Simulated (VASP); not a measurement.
Input of a VASP 6.6.1 run:

POSCAR

```
GaP
1.0
    0.0000000000      2.7258125000      2.7258125000
    2.7258125000      0.0000000000      2.7258125000
    2.7258125000      2.7258125000      0.0000000000
Ga P
1 1
Direct
    0.0000000000      0.0000000000      0.0000000000
    0.7500000000      0.7500000000      0.7500000000
```

The input INCAR.step1:

```
SYSTEM = GaP
  ALGO = Normal
  EDIFF = 1E-5
  ENCUT = 550
  GGA = PE
  GGA_COMPAT = .FALSE.
  ISMEAR = 0
  LASPH = .TRUE.
  LCHARG = .FALSE.
  LREAL = .FALSE.
  LWAVE = .TRUE.
  NBANDS = 16
  NELM = 120
  PREC = Accurate
  SIGMA = 0.01
```

INCAR.step2

```
SYSTEM = GaP
  ALGO = Normal
  EDIFF = 1E-6
  ENCUT = 550
  GGA_COMPAT = .FALSE.
  ISIF = 2
  ISMEAR = 0
  ISTART = 1
  LASPH = .TRUE.
  LCHARG = .FALSE.
  LMIXTAU = .TRUE.
  LREAL = .FALSE.
  LWAVE = .FALSE.
  METAGGA = R2SCAN
  NBANDS = 16
  NELM = 120
  PREC = Accurate
  SIGMA = 0.01
```

Contents of KPOINTS:

```
k-points
0
G
  9 9 9
  0 0 0
```

Potentials or basis: VASP PAW PBE potentials, release 64 (Ga_d, P).

The run is started by

```bash
$ cat potpaw_PBE.64/Ga_d/POTCAR potpaw_PBE.64/P/POTCAR > POTCAR
$ cp INCAR.step1 INCAR
$ mpirun -np 1 vasp_std > vasp.out
$ cp INCAR.step2 INCAR
$ mpirun -np 1 vasp_std > vasp.out
```

Problem. Predict the band gap on the k mesh.

Solution. 1.86 eV (least direct gap 2.34 eV).

Problem. Estimate the pressure.

Solution. -0.1 GPa.

Caveat: the PAW data sets were made with another functional, which shifts forces and pressure a little; an odd mesh through Γ misses points on the zone boundary, where band edges can lie.
